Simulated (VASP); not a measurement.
Set up this calculation in VASP 6.6.1, as the native input.

```yaml
Task: single point
Functional: PBEsol
Potentials_or_basis: VASP PAW PBE potentials, release 64 (V_sv)
Cutoff: 520 eV
k_mesh: 22 × 22 × 22
Occupations: gaussian, width 0.15 eV
Spin: no spin polarisation
Dipole_correction: no
Further_INCAR_settings: ALGO = Normal; EDIFF = 1e-06; NBANDS = 12
```

The structure of V lies in POSCAR:

```
V
1.0
   -1.5130000000      1.5130000000      1.5130000000
    1.5130000000     -1.5130000000      1.5130000000
    1.5130000000      1.5130000000     -1.5130000000
V
1
Direct
    0.0000000000      0.0000000000      0.0000000000
```

The input as run:

INCAR

```
PREC = Accurate
ENCUT = 520
EDIFF = 1E-6
ISMEAR = 0
SIGMA = 0.15
LREAL = F
LASPH = T
NELM = 60
ALGO = Normal
ISIF = 2
LWAVE = F
LCHARG = F
GGA = PS
NBANDS = 12
```

KPOINTS

```
Automatic mesh
0
Gamma
  22 22 22
```

Potentials or basis: VASP PAW PBE potentials, release 64 (V_sv).

Run with:

```sh
$ cat potpaw_PBE.64/V_sv/POTCAR > POTCAR
$ mpirun -np 1 vasp_std > vasp.out
```

Results of the run:

```json
{"Pressure": "-11.4 GPa", "Band gap on the k mesh": "zero (an odd number of electrons rules out a gap without spin polarisation)"}
```

Caveat: the cell stands under tension; the PAW data sets were made with another functional, which shifts forces and pressure a little.

It took 19 s on 1 thread of AMD EPYC 9R45 96-Core Processor (Zen 5), on a shared host, peak memory 0.13 GiB.
